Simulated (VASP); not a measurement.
# Mo: single point with PBE

The system is Mo.

```
Mo
1.0
    -1.58164    1.58164    1.58164
     1.58164   -1.58164    1.58164
     1.58164    1.58164   -1.58164
Mo
1
Direct
  0.00000 0.00000 0.00000
```

- Program: VASP 6.6.1
- Task: single point
- Functional: PBE
- Potentials or basis: VASP PAW PBE potentials, release 64 (Mo_sv)
- Cutoff: 500 eV
- k mesh: 8 × 8 × 8
- Occupations: gaussian, width 0.1 eV
- Spin: no spin polarisation
- Dipole correction: no
- Further INCAR settings: ALGO = Normal; EDIFF = 1e-06; NBANDS = 13

```yaml
Pressure: 0.5 GPa
Band_gap_on_the_k_mesh: zero (band 7 reaches 16.30 eV, above the bottom of band 8 at 11.05 eV)
```

Levels at points of the mesh, in eV from the Fermi level:
```
           k point  band 5  band 6  band 7  band 8  band 9  band 10
(0.00, 0.00, 0.00)   -7.07   -1.22   -1.22   -1.22    1.76     1.76
(0.50, 0.00, 0.00)   -5.13   -3.22    1.70    1.78    2.40     4.77
(0.50, 0.50, 0.50)   -5.22   -5.22    4.03    4.03    4.03     9.09
```

Wall time 5.4 s on 1 thread of Intel(R) Xeon(R) Platinum 8488C (Sapphire Rapids), with other jobs on the host, peak memory 0.12 GiB.
